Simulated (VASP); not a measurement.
Here is a VASP 6.6.1 calculation.

The input INCAR:

```
SYSTEM = TeAs2
PREC = Accurate
ENCUT = 520
EDIFF = 1E-7
ISMEAR = 0
SIGMA = 0.1
LREAL = .False.
LASPH = .True.
NELM = 100
ALGO = Normal
ISIF = 2
LWAVE = .False.
LCHARG = .True.
GGA = PE
LELF = .True.
LVHAR = .True.
NBANDS = 25
```

The input KPOINTS:

```
Automatic mesh
0
Gamma
  6 6 6
  0.5 0.5 0.5
```

Contents of POSCAR:

```
TeAs2
1.0
   -3.5564540000      3.5564540000      2.9405160000
    3.5564540000     -3.5564540000      2.9405160000
    3.5564540000      3.5564540000     -2.9405160000
Te As
2 4
Direct
    0.7500000000      0.2500000000      0.5000000000
    0.0000000000      0.0000000000      0.0000000000
    0.3750000000      0.6250000000      0.2500000000
    0.3750000000      0.1250000000      0.7500000000
    0.3750000000      0.6250000000      0.7500000000
    0.8750000000      0.6250000000      0.2500000000
```

Potentials or basis: VASP PAW PBE potentials, release 64 (Te, As).

Run with:

```bash
$ cat potpaw_PBE.64/Te/POTCAR potpaw_PBE.64/As/POTCAR > POTCAR
$ mpirun -np 1 vasp_std > vasp.out
```

Question: Predict the band gap on the k mesh.

Answer: Zero (bands 16 and 17 overlap by 0.20 eV).

Question: Predict the pressure.

Answer: -0.6 GPa.

Stress tensor (GPa, compression positive):
```
-0.01  0.00  0.00
 0.00 -0.01  0.00
 0.00  0.00 -1.64
```

Caveat: spin-orbit coupling is left out, which moves the levels of the heavy elements.
